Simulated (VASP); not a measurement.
# NaMg2Cl5 in VASP: further runs

The runs below take NaMg2Cl5 through single point, with PBE.

Everything below comes from runs of VASP 6.6.1. Logs are shortened: lines on timing, memory, paths and dates and some standing lists are left out, and cuts for length are marked.

## (1) The cell of the first run

The cell holds an amorphous packing of atoms, 24 atoms: a = 8.493 Å, b = 8.385 Å, c = 8.438 Å, α = 89.37°, β = 86.00°, γ = 91.90°.

## (2) Single point, PBE

The input, INCAR:

```
PREC = Accurate ; ENCUT = 520
EDIFF = 1E-6 ; ISMEAR = -1
SIGMA = 0.1379 ; LREAL = Auto
LASPH = T ; NELM = 100
ALGO = Normal ; ISIF = 2
LWAVE = F ; LCHARG = F
GGA = PE ; NBANDS = 87
ISYM = 0
```

The input, KPOINTS:

```
regular mesh
0
Gamma
  1 1 1
```

The input, POSCAR:

```
NaMg2Cl5
1.0
    8.4867630000     -0.1409510000      0.2958770000
   -0.1409510000      8.3834470000      0.0484200000
    0.2958770000      0.0484200000      8.4326000000
Na Cl Mg
3 15 6
Direct
    0.5217421089      0.3234742513      0.8025780764
   -0.0246707826      0.4417013614      0.6239090360
    1.0649094910      1.0113606358      0.8449146992
    0.8719418869      0.1248938554      0.6887043249
    0.1481910854      0.5842647557      0.3721616781
    0.7208392534      0.9968555733      0.3294743611
    0.3646812084      0.8892305240      0.3292278391
    0.6212853905      0.0490451177     -0.0048192517
    0.7130805892      0.5099301529      0.1488023903
    0.3038237664      0.3544341091      0.5910717733
    0.0408447601      0.8510266927      0.0872973060
    0.6264224838      0.3285728645      0.4529467183
    0.3949716942      0.6973056696      0.8998664018
    0.3704260740      0.2506887478      0.1325298360
    0.6391460522      0.6846704621      0.5634602186
    1.0296689646      0.2356740631      0.3897532549
    0.0519082505      0.3617222493      0.9223092464
    0.3684102494      0.0092828303      0.7279982931
    0.6583464253      0.9787630412      0.6034181306
    0.3144714180      0.1599093081      0.4203604264
    0.7734608463      0.8403812480      0.1321856207
    0.4311796269      0.5963519816      0.4316391745
    0.8447565335      0.2412351489      0.1739197122
    0.2714894948      0.4941619760      0.1029942343
```

Potentials or basis: VASP PAW PBE potentials, release 64 (Na_pv, Cl, Mg).

The run is started by

```
> cat potpaw_PBE.64/Na_pv/POTCAR potpaw_PBE.64/Cl/POTCAR potpaw_PBE.64/Mg/POTCAR > POTCAR
> mpirun -np 1 vasp_gam > vasp.out
```

OUTCAR:

```text
PREC = Accurate
   ENCUT = 520
   EDIFF = 1E-6
   ISMEAR = -1
   LREAL = Auto
   LASPH = T
   NELM = 100
   ISIF = 2
   GGA = PE
   ISYM = 0

 ion  position               nearest neighbor table
   1  0.522  0.323  0.803-  10 2.68
   2  0.975  0.442  0.624-  16 2.66  17 2.73
   3  0.065  0.011  0.845-   4 2.39  11 2.43  18 2.70
   4  0.872  0.125  0.689-  19 2.32   3 2.39
   5  0.148  0.584  0.372-  22 2.49  24 2.57
   6  0.721  0.997  0.329-  21 2.16  19 2.34  23 2.58
   7  0.365  0.889  0.329-  20 2.45  22 2.69
   8  0.621  0.049  0.995-  21 2.53  23 2.95
   9  0.713  0.510  0.149-  23 2.56  21 2.80
  10  0.304  0.354  0.591-  20 2.19  22 2.59   1 2.68
  11  0.041  0.851  0.087-  21 2.27   3 2.43
  12  0.626  0.329  0.453-  22 2.85  20 2.99  23 3.01
  13  0.395  0.697  0.900-  24 2.55
  14  0.370  0.251  0.133-  24 2.25  20 2.55
  15  0.639  0.685  0.563-  22 2.26  19 2.49
  16  0.030  0.236  0.390-  23 2.49  20 2.55   2 2.66
  17  0.052  0.362  0.922-  24 2.71   2 2.73  23 2.82
  18  0.368  0.009  0.728-  19 2.63   3 2.70  20 2.95
  19  0.658  0.979  0.603-   4 2.32   6 2.34  15 2.49  18 2.63
  20  0.314  0.160  0.420-  10 2.19   7 2.45  14 2.55  16 2.55  18 2.95  12 2.99
  21  0.773  0.840  0.132-   6 2.16  11 2.27   8 2.53   9 2.80  23 3.42
  22  0.431  0.596  0.432-  15 2.26   5 2.49  10 2.59   7 2.69  12 2.85  24 3.28
  23  0.845  0.241  0.174-  16 2.49   9 2.56   6 2.58  17 2.82   8 2.95  12 3.01  21 3.42
  24  0.271  0.494  0.103-  14 2.25  13 2.55   5 2.57  17 2.71  22 3.28

IMPORTANT INFORMATION: All symmetrisations will be switched off!
NOSYMM: (Re-)initialisation of all symmetry stuff for point group C_1.

----------------------------------------------------------------------------------------

                                     Primitive cell

  volume of cell :     599.0400

  direct lattice vectors                    reciprocal lattice vectors
     8.486763000 -0.140951000  0.295877000     0.118008664  0.002008062 -0.004152133
    -0.140951000  8.383447000  0.048420000     0.002008062  0.119320803 -0.000755598
     0.295877000  0.048420000  8.432600000    -0.004152133 -0.000755598  0.118737413

  length of vectors
     8.493088755  8.384771630  8.437928090     0.118098760  0.119340090  0.118812391

  position of ions in fractional coordinates (direct lattice)
     0.521742109  0.323474251  0.802578076
     0.975329217  0.441701361  0.623909036
     0.064909491  0.011360636  0.844914699
     0.871941887  0.124893855  0.688704325
     0.148191085  0.584264756  0.372161678
     0.720839253  0.996855573  0.329474361
[... 16 lines left out ...]
     0.844756534  0.241235149  0.173919712
     0.271489495  0.494161976  0.102994234

  ion indices of the primitive-cell ions
   primitive index   ion index
                 1           1
                 2           2
                 3           3
                 4           4
                 5           5
                 6           6
[... 16 lines left out ...]
                23          23
                24          24

----------------------------------------------------------------------------------------

 KPOINTS: regular mesh

Automatic generation of k-mesh.
 Grid dimensions read from file:
 generate k-points for:    1    1    1

 Generating k-lattice:

  Cartesian coordinates                     Fractional coordinates (reciprocal lattice)
     0.118008664  0.002008062 -0.004152133     1.000000000 -0.000000000  0.000000000
     0.002008062  0.119320803 -0.000755598     0.000000000  1.000000000  0.000000000
    -0.004152133 -0.000755598  0.118737413     0.000000000  0.000000000  1.000000000

  Length of vectors
     0.118098760  0.119340090  0.118812391

  Shift w.r.t. Gamma in fractional coordinates (k-lattice)
     0.000000000  0.000000000  0.000000000

 Subroutine IBZKPT returns following result:
 ===========================================

 Found      1 irreducible k-points:

 Following reciprocal coordinates:
            Coordinates               Weight
  0.000000  0.000000  0.000000      1.000000
   k-points           NKPTS =      1   k-points in BZ     NKDIM =      1   number of bands    NBANDS=     87
   number of dos      NEDOS =    301   number of ions     NIONS =     24
   total plane-waves  NPLWV = 262144
   dimension x,y,z NGX =    64 NGY =   64 NGZ =   64
   dimension x,y,z NGXF=   128 NGYF=  128 NGZF=  128
   ions per type =               3  15   6
   NGX,Y,Z   is equivalent  to a cutoff of  12.53, 12.69, 12.61 a.u.
   NGXF,Y,Z  is equivalent  to a cutoff of  25.06, 25.38, 25.22 a.u.
 SYSTEM =  unknown system
   PREC   = accura    normal or accurate (medium, high low for compatibility)
   ISTART =      0    job   : 0-new  1-cont  2-samecut
   ICHARG =      2    charge: 1-file 2-atom 10-const
   ISPIN  =      1    spin polarized calculation?
   LNONCOLLINEAR =      F non collinear calculations
   LSORBIT =      F    spin-orbit coupling
   LASPH  =      T    aspherical Exc in radial PAW
   ENCUT  =  520.0 eV  38.22 Ry    6.18 a.u.  15.79 15.59 15.69*2*pi/ulx,y,z
   NELM   =    100;   NELMIN=  2; NELMDL= -5     # of ELM steps
   EDIFF  = 0.1E-05   stopping-criterion for ELM
   LREAL  =      T    real-space projection
   EDIFFG = 0.1E-04   stopping-criterion for IOM
   NSW    =      0    number of steps for IOM
   IBRION =     -1    ionic relax: 0-MD 1-quasi-New 2-CG
   NFREE  =      0    steps in history (QN), initial steepest desc. (CG)
   ISIF   =      2    stress and relaxation
   ISYM   =      0    0-nonsym 1-usesym 2-fastsym
   POTIM  = 0.5000    time-step for ionic-motion
   TEBEG  =    0.0;   TEEND  =   0.0 temperature during run
   PSTRESS=    0.0 pullay stress
   NELECT =     138.0000    total number of electrons
   NUPDOWN=      -1.0000    fix difference up-down
   EMIN   =  10.00;   EMAX   =-10.00  energy-range for DOS
   EFERMI =   0.00;   METHOD = LEGACY
   ISMEAR =    -1;   SIGMA  =   0.14  broadening in eV -4-tet -1-fermi 0-gaus
   EFERMI_NEDOS =   21; number of points for ismear=-14 and -15
   IALGO  =     38    algorithm
   IMIX   =      4    mixing-type and parameters
     AMIX     =   0.40;   BMIX     =  1.00
     AMIX_MAG =   1.60;   BMIX_MAG =  1.00
  volume/ion in A,a.u.               =      24.96       168.44
  Fermi-wavevector in a.u.,A,eV,Ry     =   1.003574  1.896479 13.703245  1.007160
  Thomas-Fermi vector in A             =   2.136134
   LORBIT       =      0    0 simple, 1 ext, 2 COOP (PROOUT), +10 PAW based schemes
   GGA     = PE    functional components
   LHFCALC =     F    Hartree Fock is set to
   AEXX    =    0.0000 exact exchange contribution
   IVDW    =     0    specifies the selected vdW correction
   LEPSILON=     F    determine dielectric tensor
   LRPA    =     F    only Hartree local field effects (RPA)
 non-spin polarized calculation
  energy-cutoff  :      520.00
  volume of cell :      599.04
 maximum number of plane-waves:      8062
 NGX is ok and might be reduce to    64
   NGX = 31   NGY = 31   NGZ = 31

 number of electron     137.9999976 magnetization

 Free energy of the ion-electron system (eV)
  ---------------------------------------------------
  ext. energy  EPLUGINS =         0.00000000
  ---------------------------------------------------
  free energy    TOTEN  =       -74.89239825 eV

  energy without entropy =      -74.89194056  energy(sigma->0) =      -74.89216941

 E-fermi :   1.9359     XC(G=0):  -7.8685

 val. band max:        0.5596581308   @ k =   0.0000   0.0000   0.0000
 cond. band min:       3.2455141478   @ k =   0.0000   0.0000   0.0000
 fundamental gap:      2.6858560171
 Fermi energy:         1.9359162142

 k-point     1 :       0.0000    0.0000    0.0000
  band No.  band energies     occupation
      1     -22.2411      2.00000
      2     -22.2163      2.00000
      3     -22.2013      2.00000
      4     -22.1006      2.00000
      5     -22.0869      2.00000
      6     -22.0649      2.00000
[... 73 lines left out ...]
     80       6.7995      0.00000
     81       6.9803      0.00000
 [bands above 81 left out]

------------------------ aborting loop because EDIFF is reached ----------------------------------------

  FORCE on cell =-STRESS in cart. coord.  units (eV):
  Direction    XX          YY          ZZ          XY          YZ          ZX
  --------------------------------------------------------------------------------------
  -------------------------------------------------------------------------------------
  Total        5.6024741      5.3580361     13.9006883      0.8662410      1.4678594     -0.6060658
  in kB       14.9842362     14.3304685     37.1784311      2.3168263      3.9258997     -1.6209683
  external PRESSURE =      22.1643786 kB  Pullay stress =       0.0000000 kB

 VOLUME and BASIS-vectors are now :
 -----------------------------------------------------------------------------
  energy-cutoff  :      520.00
  volume of cell :      599.04
      direct lattice vectors                 reciprocal lattice vectors
     8.486763000 -0.140951000  0.295877000     0.118008664  0.002008062 -0.004152133
    -0.140951000  8.383447000  0.048420000     0.002008062  0.119320803 -0.000755598
     0.295877000  0.048420000  8.432600000    -0.004152133 -0.000755598  0.118737413

 POSITION                                       TOTAL-FORCE (eV/Angst)
 -----------------------------------------------------------------------------------
      4.61977      2.67715      6.93785         0.026304     -0.059115      0.121695
      8.39973      3.59572      5.57114        -0.063775     -0.037430     -0.038257
      0.79926      0.12700      7.14458         1.022207      0.124421     -0.070388
      7.58613      0.95749      6.07160        -1.044860     -0.262774      0.113156
      1.28542      4.89529      3.21043         0.630727      0.433418     -1.069906
      6.07457      8.27144      3.03987         0.441767      0.811188      0.991052
[... 16 lines left out ...]
      7.18670      1.91173      1.72822        -0.231673      0.626234      0.281170
      2.26489      4.10950      0.97276        -1.038863      1.254947     -1.060112
 -----------------------------------------------------------------------------------
    total drift:                                0.001766      0.002584      0.003784

  FREE ENERGIE OF THE ION-ELECTRON SYSTEM (eV)
  ---------------------------------------------------
  free  energy   TOTEN  =       -74.8923982481 eV

  energy  without entropy=      -74.8919405623  energy(sigma->0) =      -74.89216941
```

Wall time 81 s (1 thread of Intel Xeon Platinum 8259CL at 2.50GHz (Skylake/Cascade Lake), shared host); peak memory 0.53 GiB.

What came out:

```
Free energy            : -74.8924 eV
Pressure               : 2.2 GPa
Largest force          : 2.425 eV/Å
Band gap on the k mesh : 2.69 eV
```

Forces in eV/Å, atoms in the order of the input:
```
Na   0.026 -0.059  0.122
Na  -0.064 -0.037 -0.038
Na   1.022  0.124 -0.070
Cl  -1.045 -0.263  0.113
Cl   0.631  0.433 -1.070
Cl   0.442  0.811  0.991
Cl   0.086  0.045  0.289
Cl   1.555 -0.454 -0.037
Cl   0.126  0.919 -0.573
Cl  -0.449  1.768  1.598
Cl  -0.348 -0.195  0.264
Cl   0.203 -0.602  0.160
Cl  -0.339 -1.874  1.312
Cl  -0.121  0.199  0.423
Cl   0.910  0.748  0.710
Cl   0.031 -0.641 -1.725
Cl  -0.112 -0.008  1.186
Cl   0.701  0.471 -1.124
Mg  -1.035 -0.178  0.633
Mg   0.123 -1.437 -1.094
Mg  -0.381 -1.514 -1.502
Mg  -0.693 -0.139  0.212
Mg  -0.232  0.626  0.281
Mg  -1.039  1.255 -1.060
```

Levels at points of the mesh, in eV from the valence-band top:
| k point | band 66 | band 67 | band 68 | band 69 | band 70 | band 71 | band 72 | band 73 |
| --- | --- | --- | --- | --- | --- | --- | --- | --- |
| (0.00, 0.00, 0.00) | -0.38 | -0.31 | -0.13 | 0.00 | 2.69 | 3.84 | 4.57 | 4.67 |

Caveat: the k points lie up to 0.75 Å⁻¹ apart.

## (3) Single point, PBE

The input, INCAR:

```
PREC     = Accurate       # precision mode
ENCUT    = 520            # plane-wave cutoff, eV
EDIFF    = 1E-7           # SCF threshold, eV
ISMEAR   = -1             # smearing method
SIGMA    = 0.1379         # smearing width, eV
LREAL    = Auto         
LASPH    = T              # aspherical terms in the spheres
NELM     = 60             # most SCF steps
ALGO     = Normal         # electronic algorithm
ISIF     = 2              # what is computed and relaxed
LWAVE    = F              # write WAVECAR
LCHARG   = F              # write CHGCAR
GGA      = PE             # functional
ISYM     = 0            
NBANDS   = 87             # bands
```

The input, KPOINTS:

```
Automatic mesh
0
Gamma
  1 1 1
```

The input, POSCAR:

```
NaMg2Cl5
1.0
    8.4867630000     -0.1409510000      0.2958770000
   -0.1409510000      8.3834470000      0.0484200000
    0.2958770000      0.0484200000      8.4326000000
Na Cl Mg
3 15 6
Direct
    0.5839096272      0.3777786685      0.8072532230
   -0.1145542230      0.4607691416      0.6992108624
    1.1546385576      1.0369309113      0.8056613397
    0.8868352517      0.1204286710      0.7002671406
    0.2031457331      0.5933656493      0.3845543587
    0.7699217954      0.8455276650      0.3718273604
    0.3929905406      0.8811208480      0.3566187494
    0.6882649832      0.0732143917      0.0238675119
    0.6976554487      0.5515616306      0.1546578973
    0.3348137516      0.3187078932      0.6038125223
    0.0753669344      0.8937064596      0.1078336920
    0.6614737576      0.2114566525      0.4736833714
    0.3760547372      0.6914520364      0.9790332691
    0.3442629106      0.3051078933      0.1854470980
    0.6368417415      0.6213890249      0.6015184545
    1.0065289428      0.2420946433      0.3753954905
    0.0330613160      0.3552436587      0.9500751867
    0.5009159646      0.0214374879      0.7773350430
    0.7029089494      0.9177931131      0.6289714757
    0.3957461954      0.1317301073      0.4242348067
    0.5973253562      0.8131992892      0.1393941437
    0.4662532960      0.5069092983      0.4029044216
    0.8964895927      0.0805539063      0.2051982696
    0.1880332507      0.5339928728      0.0881149765
```

Potentials or basis: VASP PAW PBE potentials, release 64 (Na_pv, Cl, Mg).

The run is started by

```
> cat potpaw_PBE.64/Na_pv/POTCAR potpaw_PBE.64/Cl/POTCAR potpaw_PBE.64/Mg/POTCAR > POTCAR
> mpirun -np 1 vasp_gam > vasp.out
```

Wall time 93 s (1 thread of Intel Xeon Platinum 8259CL at 2.50GHz (Skylake/Cascade Lake), shared host); peak memory 0.53 GiB.

It converged, with:

```
Free energy            : -75.9731 eV
Pressure               : 3.5 GPa
Largest force          : 2.105 eV/Å
Band gap on the k mesh : 2.26 eV
```

Forces on the atoms (eV/Å):
```
Na  -0.783 -0.692  0.461
Na   0.933 -0.358 -0.662
Na   0.231  0.087  0.413
Cl   0.631 -0.960  0.634
Cl  -0.641 -0.149 -0.227
Cl   1.002  0.683 -0.958
Cl   0.367 -0.404 -0.451
Cl   0.673 -0.438  1.902
Cl  -0.547  0.032  0.070
Cl  -0.902  0.853  1.175
Cl  -0.048 -0.058 -0.689
Cl  -0.936  0.556 -1.119
Cl   1.238  0.554 -0.819
Cl   0.981 -0.189 -0.101
Cl  -0.135 -0.534  1.098
Cl   0.833  0.394 -0.296
Cl   0.020  0.525 -0.058
Cl  -1.781 -0.480 -0.630
Mg  -0.029  0.917 -0.277
Mg   0.380  0.886 -0.683
Mg  -0.310  0.371  0.084
Mg  -0.071 -0.580 -0.571
Mg  -0.265 -0.179 -0.035
Mg  -0.838 -0.839  1.739
```

Stress tensor (GPa, compression positive):
```
 4.46  1.18 -1.14
 1.18  2.82 -0.52
-1.14 -0.52  3.31
```

Levels at points of the mesh, in eV from the valence-band top:
| k point | band 65 | band 66 | band 67 | band 68 | band 69 | band 70 | band 71 | band 72 | band 73 | band 74 |
| --- | --- | --- | --- | --- | --- | --- | --- | --- | --- | --- |
| (0.00, 0.00, 0.00) | -1.27 | -0.90 | -0.72 | -0.54 | 0.00 | 2.26 | 4.10 | 4.25 | 4.35 | 4.51 |

Caveat: the k points lie up to 0.75 Å⁻¹ apart.

## (4) Single point, PBE

The input, INCAR:

```
SYSTEM = NaMg2Cl5
PREC = Accurate
ENCUT = 520
EDIFF = 1E-6
ISMEAR = -1
SIGMA = 0.1379
LREAL = Auto
LASPH = .True.
NELM = 80
ALGO = Normal
ISIF = 2
LWAVE = .False.
LCHARG = .False.
GGA = PE
ISYM = 0
NBANDS = 87
```

The input, KPOINTS:

```
regular mesh
0
Gamma
  1 1 1
  0 0 0
```

The input, POSCAR:

```
NaMg2Cl5
1.0
    8.4867630000     -0.1409510000      0.2958770000
   -0.1409510000      8.3834470000      0.0484200000
    0.2958770000      0.0484200000      8.4326000000
Na Cl Mg
3 15 6
Direct
    0.5628741080      0.3447332352      0.8180268855
    0.0194512767      0.4538922384      0.5587598549
    1.2140035075      1.1366960366      0.8363285893
    0.9272806208      0.1105017686      0.6972203705
    0.1443868184      0.6292588514      0.3013886047
    0.8884879367      0.8333345273      0.4204341243
    0.4033469562      0.8482969679      0.3681843528
    0.6731124818     -0.0204839928      0.0534974187
    0.6921265856      0.5148700133      0.1850571183
    0.2864617425      0.2933945618      0.5991183495
    0.1239827137      0.9711065342      0.0975490819
    0.6015117971      0.1846211773      0.3941518792
    0.3616068986      0.7225062284      0.9208215834
    0.3756430552      0.3247202058      0.1309093171
    0.6093379052      0.6094135865      0.6183247305
    1.0538139912      0.2560906162      0.3418840891
    0.0667145132      0.3987496233      0.8978964084
    0.4751794441     -0.0153465594      0.7760034167
    0.7101099753      0.9580411555      0.6094890589
    0.2903808924      0.1474521139      0.3423068023
    0.5752913207      0.7482848493      0.1619064793
    0.4947830437      0.4246869273      0.4464646416
    0.8835583432      0.0268630134      0.2224036123
    0.2082306590      0.5386356576      0.0720535302
```

The run is started by

```
> cat potpaw_PBE.64/Na_pv/POTCAR potpaw_PBE.64/Cl/POTCAR potpaw_PBE.64/Mg/POTCAR > POTCAR
> mpirun -np 1 vasp_gam > vasp.out
```

It took 80 s on 1 thread of Intel Xeon Platinum 8259CL at 2.50GHz (Skylake/Cascade Lake), shared host; peak memory 0.52 GiB.

Results (log left out):

| Property | Result |
| --- | --- |
| Free energy | -76.3879 eV |
| Pressure | 4.1 GPa |
| Largest force | 2.640 eV/Å |
| Band gap on the k mesh | 3.02 eV |

Forces on the atoms (eV/Å):
```
Na   0.155 -0.096  0.334
Na  -0.278  0.450  0.491
Na  -0.529 -0.868  0.826
Cl  -0.817 -0.119  0.123
Cl  -0.454 -0.235  1.570
Cl  -0.966  0.290  0.256
Cl   0.561  0.759  0.228
Cl   1.125  0.582  0.218
Cl   0.171 -0.042  0.356
Cl   0.817  0.725 -0.802
Cl   0.112  0.156 -0.150
Cl   0.872 -0.706  0.283
Cl   0.232 -1.874  1.440
Cl   0.519 -0.247 -0.261
Cl   0.074 -0.787 -0.038
Cl  -2.014 -0.491 -0.756
Cl  -0.705  0.394 -0.089
Cl   1.043  1.860 -1.556
Mg  -0.273  0.105  0.150
Mg   0.586 -1.912 -0.381
Mg  -1.245  0.259 -0.296
Mg   0.641  1.479 -0.580
Mg   0.400  0.539 -0.104
Mg  -0.029 -0.219 -1.263
```

Stress tensor (GPa, compression positive):
```
 3.36  1.20 -1.30
 1.20  4.81 -0.44
-1.30 -0.44  4.23
```

Levels at points of the mesh, in eV from the valence-band top:
| k point | band 65 | band 66 | band 67 | band 68 | band 69 | band 70 | band 71 | band 72 | band 73 | band 74 |
| --- | --- | --- | --- | --- | --- | --- | --- | --- | --- | --- |
| (0.00, 0.00, 0.00) | -0.72 | -0.68 | -0.43 | -0.13 | 0.00 | 3.02 | 4.48 | 4.70 | 4.95 | 5.17 |

Caveat: the k points lie up to 0.75 Å⁻¹ apart.
